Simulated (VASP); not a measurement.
# BaS (P1) in VASP: further runs

BaS is run at these levels: PBE; tasks: single point.

Program: VASP 6.6.1. These are calculated values, not measurements. Logs are shortened: lines on timing, memory, paths and dates and some standing lists are left out, and cuts for length are marked.

## 1. The cell of the first run

The typed cell holds 2 atoms: a = 4.517 Å, b = 4.517 Å, c = 4.517 Å, α = 60.00°, β = 60.00°, γ = 60.00°.

## 2. Single point, PBE

Contents of INCAR:

```
  ALGO = Normal
  EDIFF = 1E-6
  ENCUT = 500
  GGA = PE
  GGA_COMPAT = F
  ISIF = 2
  ISMEAR = -1
  LASPH = T
  LCHARG = F
  LREAL = F
  LWAVE = F
  NBANDS = 15
  NELM = 120
  PREC = Accurate
  SIGMA = 0.1
```

Contents of KPOINTS:

```
k-points
0
Gamma
  3 3 3
```

Contents of POSCAR:

```
BaS
1.0
    0.0000000000      3.1937500000      3.1937500000
    3.1937500000      0.0000000000      3.1937500000
    3.1937500000      3.1937500000      0.0000000000
Ba S
1 1
Direct
    0.0240574513     -0.0501507045     -0.0225366121
    0.5046841437      0.5166308430      0.4834273593
```

Potentials or basis: VASP PAW PBE potentials, release 64 (Ba_sv, S).

Run with:

```console
> cat potpaw_PBE.64/Ba_sv/POTCAR potpaw_PBE.64/S/POTCAR > POTCAR
> mpirun -np 1 vasp_std > vasp.out
```

OUTCAR:

```text
EDIFF = 1E-6
   ENCUT = 500
   GGA = PE
   ISIF = 2
   ISMEAR = -1
   LASPH = T
   LREAL = F
   NELM = 120
   PREC = Accurate

 ion  position               nearest neighbor table
   1  0.024  0.950  0.977-   2 2.97   2 3.05   2 3.16   2 3.25   2 3.35   2 3.43
   2  0.505  0.517  0.483-   1 2.97   1 3.05   1 3.16   1 3.25   1 3.35   1 3.43

  LATTYP: Found a face centered cubic cell.
 ALAT       =     6.3875000000

  Lattice vectors:

 A1 = (   0.0000000000,   3.1937500000,   3.1937500000)
 A2 = (   3.1937500000,   0.0000000000,   3.1937500000)
 A3 = (   3.1937500000,   3.1937500000,   0.0000000000)

Analysis of symmetry for initial positions (statically):
=====================================================================
 Subroutine PRICEL returns:
 Original cell was already a primitive cell.

 Routine SETGRP: Setting up the symmetry group for a
 face centered cubic supercell.

 Subroutine GETGRP returns: Found  1 space group operations
 (whereof  1 operations were pure point group operations)
 out of a pool of 48 trial point group operations.

The static configuration has the point symmetry C_1 .

Analysis of symmetry for dynamics (positions and initial velocities):
=====================================================================
 Subroutine PRICEL returns:
 Original cell was already a primitive cell.

 Routine SETGRP: Setting up the symmetry group for a
 face centered cubic supercell.

 Subroutine GETGRP returns: Found  1 space group operations
 (whereof  1 operations were pure point group operations)
 out of a pool of 48 trial point group operations.

The dynamic configuration has the point symmetry C_1 .

 Subroutine INISYM returns: Found  1 space group operations
 (whereof  1 operations are pure point group operations),
 and found     1 'primitive' translations

----------------------------------------------------------------------------------------

                                     Primitive cell

  volume of cell :      65.1527

  direct lattice vectors                    reciprocal lattice vectors
     0.000000000  3.193750000  3.193750000    -0.156555773  0.156555773  0.156555773
     3.193750000  0.000000000  3.193750000     0.156555773 -0.156555773  0.156555773
     3.193750000  3.193750000  0.000000000     0.156555773  0.156555773 -0.156555773

  length of vectors
     4.516644565  4.516644565  4.516644565     0.271162553  0.271162553  0.271162553

  position of ions in fractional coordinates (direct lattice)
     0.024057451  0.949849296  0.977463388
     0.504684144  0.516630843  0.483427359

  ion indices of the primitive-cell ions
   primitive index   ion index
                 1           1
                 2           2

----------------------------------------------------------------------------------------

 KPOINTS: k-points

Automatic generation of k-mesh.
 Grid dimensions read from file:
 generate k-points for:    3    3    3

 Generating k-lattice:

  Cartesian coordinates                     Fractional coordinates (reciprocal lattice)
    -0.052185258  0.052185258  0.052185258     0.333333333  0.000000000  0.000000000
     0.052185258 -0.052185258  0.052185258     0.000000000  0.333333333  0.000000000
     0.052185258  0.052185258 -0.052185258     0.000000000  0.000000000  0.333333333

  Length of vectors
     0.090387518  0.090387518  0.090387518

  Shift w.r.t. Gamma in fractional coordinates (k-lattice)
     0.000000000  0.000000000  0.000000000

 Subroutine IBZKPT returns following result:
 ===========================================

 Found     14 irreducible k-points:

 Following reciprocal coordinates:
            Coordinates               Weight
  0.000000  0.000000  0.000000      1.000000
  0.333333  0.000000  0.000000      2.000000
  0.000000  0.333333  0.000000      2.000000
  0.000000  0.000000  0.333333      2.000000
  0.333333  0.333333  0.333333      2.000000
  0.333333  0.333333  0.000000      2.000000
  0.000000  0.333333  0.333333      2.000000
  0.333333  0.000000  0.333333      2.000000
 -0.333333  0.333333  0.000000      2.000000
  0.000000 -0.333333  0.333333      2.000000
  0.333333  0.000000 -0.333333      2.000000
  0.333333  0.333333 -0.333333      2.000000
 -0.333333  0.333333 -0.333333      2.000000
  0.333333 -0.333333 -0.333333      2.000000
   k-points           NKPTS =     14   k-points in BZ     NKDIM =     14   number of bands    NBANDS=     15
   number of dos      NEDOS =    301   number of ions     NIONS =      2
   total plane-waves  NPLWV =  46656
   dimension x,y,z NGX =    36 NGY =   36 NGZ =   36
   dimension x,y,z NGXF=    72 NGYF=   72 NGZF=   72
   ions per type =               1   1
   NGX,Y,Z   is equivalent  to a cutoff of  13.25, 13.25, 13.25 a.u.
   NGXF,Y,Z  is equivalent  to a cutoff of  26.50, 26.50, 26.50 a.u.
 SYSTEM =  unknown system
   PREC   = accura    normal or accurate (medium, high low for compatibility)
   ISTART =      0    job   : 0-new  1-cont  2-samecut
   ICHARG =      2    charge: 1-file 2-atom 10-const
   ISPIN  =      1    spin polarized calculation?
   LNONCOLLINEAR =      F non collinear calculations
   LSORBIT =      F    spin-orbit coupling
   LASPH  =      T    aspherical Exc in radial PAW
   ENCUT  =  500.0 eV  36.75 Ry    6.06 a.u.   8.23  8.23  8.23*2*pi/ulx,y,z
   NELM   =    120;   NELMIN=  2; NELMDL= -5     # of ELM steps
   EDIFF  = 0.1E-05   stopping-criterion for ELM
   LREAL  =      F    real-space projection
   EDIFFG = 0.1E-04   stopping-criterion for IOM
   NSW    =      0    number of steps for IOM
   IBRION =     -1    ionic relax: 0-MD 1-quasi-New 2-CG
   NFREE  =      0    steps in history (QN), initial steepest desc. (CG)
   ISIF   =      2    stress and relaxation
   ISYM   =      2    0-nonsym 1-usesym 2-fastsym
   POTIM  = 0.5000    time-step for ionic-motion
   TEBEG  =    0.0;   TEEND  =   0.0 temperature during run
   PSTRESS=    0.0 pullay stress
   NELECT =      16.0000    total number of electrons
   NUPDOWN=      -1.0000    fix difference up-down
   EMIN   =  10.00;   EMAX   =-10.00  energy-range for DOS
   EFERMI =   0.00;   METHOD = LEGACY
   ISMEAR =    -1;   SIGMA  =   0.10  broadening in eV -4-tet -1-fermi 0-gaus
   EFERMI_NEDOS =   21; number of points for ismear=-14 and -15
   IALGO  =     38    algorithm
   IMIX   =      4    mixing-type and parameters
     AMIX     =   0.40;   BMIX     =  1.00
     AMIX_MAG =   1.60;   BMIX_MAG =  1.00
  volume/ion in A,a.u.               =      32.58       219.84
  Fermi-wavevector in a.u.,A,eV,Ry     =   1.025189  1.937326 14.299891  1.051012
  Thomas-Fermi vector in A             =   2.159016
   LORBIT       =      0    0 simple, 1 ext, 2 COOP (PROOUT), +10 PAW based schemes
   GGA     = PE    functional components
   LHFCALC =     F    Hartree Fock is set to
   AEXX    =    0.0000 exact exchange contribution
   IVDW    =     0    specifies the selected vdW correction
   LEPSILON=     F    determine dielectric tensor
   LRPA    =     F    only Hartree local field effects (RPA)
 non-spin polarized calculation
  energy-cutoff  :      500.00
  volume of cell :       65.15
 maximum number of plane-waves:      1668
 NGX is ok and might be reduce to    36
   NGX = 17   NGY = 17   NGZ = 17

 number of electron      15.9999999 magnetization

 Free energy of the ion-electron system (eV)
  ---------------------------------------------------
  ext. energy  EPLUGINS =         0.00000000
  ---------------------------------------------------
  free energy    TOTEN  =       -10.07663475 eV

  energy without entropy =      -10.07663282  energy(sigma->0) =      -10.07663378

 E-fermi :   2.6992     XC(G=0):  -8.6079

 val. band max:        1.3555810675   @ k =   0.0000   0.0000   0.0000
 cond. band min:       3.9753526786   @ k =   0.0000   0.3333   0.3333
 fundamental gap:      2.6197716111
 Fermi energy:         2.6991765205

 k-point     1 :       0.0000    0.0000    0.0000
  band No.  band energies     occupation
      1     -24.5997      2.00000
      2      -9.7798      2.00000
      3      -9.6705      2.00000
      4      -9.6575      2.00000
      5      -8.7972      2.00000
      6       1.3261      2.00000
      7       1.3315      2.00000
      8       1.3556      2.00000
      9       5.0278      0.00000
     10       5.3205      0.00000
     11       5.4799      0.00000
     12       5.5664      0.00000
     13       6.3417      0.00000
     14       6.4950      0.00000
     15      10.0680      0.00000

 k-point     2 :       0.3333    0.0000    0.0000
  band No.  band energies     occupation
      1     -24.5652      2.00000
      2     -10.6770      2.00000
      3      -9.7130      2.00000
      4      -9.6954      2.00000
      5      -7.8203      2.00000
      6      -0.1302      2.00000
      7       0.5950      2.00000
      8       0.6742      2.00000
      9       5.7494      0.00000
     10       6.7027      0.00000
     11       6.7663      0.00000
     12       7.4270      0.00000
     13       8.9182      0.00000
     14       9.0994      0.00000
     15      11.8178      0.00000

 k-point     3 :       0.0000    0.3333    0.0000
  band No.  band energies     occupation
      1     -24.5661      2.00000
      2     -10.6390      2.00000
      3      -9.7065      2.00000
      4      -9.6920      2.00000
      5      -7.8721      2.00000
      6      -0.1236      2.00000
      7       0.5495      2.00000
      8       0.5696      2.00000
      9       5.9028      0.00000
     10       6.7797      0.00000
     11       6.8243      0.00000
     12       7.5693      0.00000
     13       8.8623      0.00000
     14       8.9680      0.00000
     15      11.6528      0.00000

 k-point     4 :       0.0000    0.0000    0.3333
  band No.  band energies     occupation
      1     -24.5651      2.00000
      2     -10.6804      2.00000
      3      -9.7140      2.00000
      4      -9.6951      2.00000
      5      -7.8157      2.00000
      6      -0.1302      2.00000
      7       0.5983      2.00000
      8       0.6829      2.00000
      9       5.7381      0.00000
     10       6.6924      0.00000
     11       6.7659      0.00000
     12       7.4142      0.00000
     13       8.9196      0.00000
     14       9.1117      0.00000
     15      11.8314      0.00000
[... 127 lines left out ...]
 k-point    12 :       0.3333    0.3333   -0.3333
  band No.  band energies     occupation
      1     -24.5435      2.00000
      2     -10.5240      2.00000
      3     -10.0163      2.00000
      4      -9.7799      2.00000
      5      -8.0313      2.00000
      6       0.1770      2.00000
      7       0.6869      2.00000
      8       0.9215      2.00000
      9       5.4491      0.00000
     10       6.6918      0.00000
     11       7.7461      0.00000
     12       8.0366      0.00000
     13       9.5787      0.00000
     14       9.8663      0.00000
     15      11.5767      0.00000

 k-point    13 :      -0.3333    0.3333   -0.3333
  band No.  band energies     occupation
      1     -24.5441      2.00000
      2     -10.4961      2.00000
      3     -10.0090      2.00000
      4      -9.7797      2.00000
      5      -8.0669      2.00000
      6       0.1318      2.00000
      7       0.6338      2.00000
      8       0.8932      2.00000
      9       5.6415      0.00000
     10       6.9134      0.00000
     11       7.7342      0.00000
     12       7.8611      0.00000
     13       9.5995      0.00000
     14       9.9676      0.00000
     15      11.5199      0.00000

 k-point    14 :       0.3333   -0.3333   -0.3333
  band No.  band energies     occupation
      1     -24.5434      2.00000
      2     -10.5279      2.00000
      3     -10.0251      2.00000
      4      -9.7719      2.00000
      5      -8.0294      2.00000
      6       0.1898      2.00000
      7       0.6737      2.00000
      8       0.9765      2.00000
      9       5.4565      0.00000
     10       6.4720      0.00000
     11       7.6977      0.00000
     12       8.1947      0.00000
     13       9.5252      0.00000
     14       9.9108      0.00000
     15      11.6022      0.00000

------------------------ aborting loop because EDIFF is reached ----------------------------------------

  FORCE on cell =-STRESS in cart. coord.  units (eV):
  Direction    XX          YY          ZZ          XY          YZ          ZX
  --------------------------------------------------------------------------------------
  -------------------------------------------------------------------------------------
  Total        1.4939464      0.4896023      0.8891390      0.0341636      0.0205148     -0.1268043
  in kB       36.7377740     12.0398559     21.8648999      0.8401213      0.5044824     -3.1182552
  external PRESSURE =      23.5475099 kB  Pullay stress =       0.0000000 kB

 VOLUME and BASIS-vectors are now :
 -----------------------------------------------------------------------------
  energy-cutoff  :      500.00
  volume of cell :       65.15
      direct lattice vectors                 reciprocal lattice vectors
     0.000000000  3.193750000  3.193750000    -0.156555773  0.156555773  0.156555773
     3.193750000  0.000000000  3.193750000     0.156555773 -0.156555773  0.156555773
     3.193750000  3.193750000  0.000000000     0.156555773  0.156555773 -0.156555773

 POSITION                                       TOTAL-FORCE (eV/Angst)
 -----------------------------------------------------------------------------------
      6.15535      3.19861      3.11041         0.526267     -0.069849      0.285214
      3.19394      3.15578      3.26182        -0.526267      0.069849     -0.285214
 -----------------------------------------------------------------------------------
    total drift:                                0.000133     -0.000025      0.000099

  FREE ENERGIE OF THE ION-ELECTRON SYSTEM (eV)
  ---------------------------------------------------
  free  energy   TOTEN  =       -10.0766347457 eV

  energy  without entropy=      -10.0766328175  energy(sigma->0) =      -10.07663378
```

Wall time 30 s (1 thread of Intel Xeon 8259CL, shared host); peak memory 0.2 GiB.

Results:

- Free energy: -10.0766 eV
- Pressure: 2.4 GPa
- Largest force: 0.603 eV/Å
- Band gap on the k mesh: 2.62 eV (least direct gap 2.71 eV)

Forces on the atoms (eV/Å):
```
Ba   0.526 -0.070  0.285
S   -0.526  0.070 -0.285
```

Caveat: the k points lie up to 0.57 Å⁻¹ apart; spin-orbit coupling is left out, which moves the levels of the heavy elements; an odd mesh through Γ misses points on the zone boundary, where band edges can lie.

## 3. Single point, PBE

Contents of INCAR:

```
SYSTEM = BaS
ALGO = Normal
EDIFF = 1E-6
ENCUT = 500
GGA = PE
GGA_COMPAT = .FALSE.
ISIF = 2
ISMEAR = -1
LASPH = .TRUE.
LCHARG = .FALSE.
LREAL = .FALSE.
LWAVE = .FALSE.
NBANDS = 15
NELM = 120
PREC = Accurate
SIGMA = 0.1
```

Contents of KPOINTS:

```
k-points
0
G
  3 3 3
  0 0 0
```

Contents of POSCAR:

```
BaS
1.0
    0.0000000000      3.1937500000      3.1937500000
    3.1937500000      0.0000000000      3.1937500000
    3.1937500000      3.1937500000      0.0000000000
Ba S
1 1
Direct
    0.0195753717     -0.0374074318     -0.0200851948
    0.5091660906      0.5038880237      0.4809760198
```

Potentials or basis: VASP PAW PBE potentials, release 64 (Ba_sv, S).

Run with:

```console
> cat potpaw_PBE.64/Ba_sv/POTCAR potpaw_PBE.64/S/POTCAR > POTCAR
> mpirun -np 1 vasp_std > vasp.out
```

Wall time 27 s (1 thread of Intel Xeon 8259CL, shared host); peak memory 0.2 GiB.

The run converged. Its results:

* Free energy: -10.1266 eV
* Pressure: 1.9 GPa
* Largest force: 0.313 eV/Å
* Band gap on the k mesh: 2.49 eV (least direct gap 2.63 eV)

Forces in eV/Å, atoms in the order of the input:
```
Ba   0.255 -0.050  0.175
S   -0.255  0.050 -0.175
```

Stress tensor (GPa, compression positive):
```
 2.30  0.03 -0.10
 0.03  1.48  0.02
-0.10  0.02  1.89
```

Levels at points of the mesh, in eV from the valence-band top:
| k point | band 4 | band 5 | band 6 | band 7 | band 8 | band 9 | band 10 | band 11 | band 12 | band 13 |
| --- | --- | --- | --- | --- | --- | --- | --- | --- | --- | --- |
| (0.00, 0.00, 0.00) | -11.11 | -10.28 | -0.01 | -0.01 | 0.00 | 3.62 | 3.89 | 3.95 | 3.99 | 4.85 |

Caveat: the k points lie up to 0.57 Å⁻¹ apart; spin-orbit coupling is left out, which moves the levels of the heavy elements; an odd mesh through Γ misses points on the zone boundary, where band edges can lie.
